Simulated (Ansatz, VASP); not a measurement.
Al2Pt: VASP beside Ansatz

```xyz
6
Lattice="2.9483 2.9483 0.0000 -2.9483 2.9483 0.0000 0.0000 0.0000 5.6312" Properties=species:S:1:pos:R:3 pbc="T T T"
Al   -1.4741    1.4741    4.2234
Al    1.4741    1.4741    4.2234
Al    1.4741    1.4741    1.4078
Al   -1.4741    1.4741    1.4078
Pt    0.0000    0.0000    0.0000
Pt    0.0000    2.9483    2.8156
```

Change from the starting cell: strain along c alone, the other axes held, atoms relaxed: -4.5 %.

Alike in both runs: task single point; functional PBEsol; k mesh 8 × 8 × 6; occupations gaussian, width 0.1 eV; no spin polarisation.

|  | VASP | Ansatz |
| --- | --- | --- |
| version | VASP 6.6.1 | Ansatz 0.2.0 |
| potentials or method | VASP PAW PBE potentials, release 64 (Al, Pt), cutoff 520 eV | scalar-relativistic, plane waves, PAW |
| valence electrons in the cell | 32 | 48 |

|  | VASP | Ansatz | Ansatz less VASP |
| --- | --- | --- | --- |
| gap on the k mesh at the Fermi level (eV) | none | none | - |
| pressure (GPa) | 7.0 | 7.0 | 0.00 |
| traceless stress, the component that is largest in VASP (GPa) | 2.25 | 2.24 | -0.019 |

VASP's potentials were made for PBE, not for PBEsol. A gap of «none» marks a metal or a gap that the smearing closes. With one functional, cell and mesh, what is left measures potentials, basis and numerics. VASP's potentials hold 32 valence electrons a cell and Ansatz's 48, so a difference there can come from the potentials and not from the codes.

Spin-orbit coupling is off throughout.
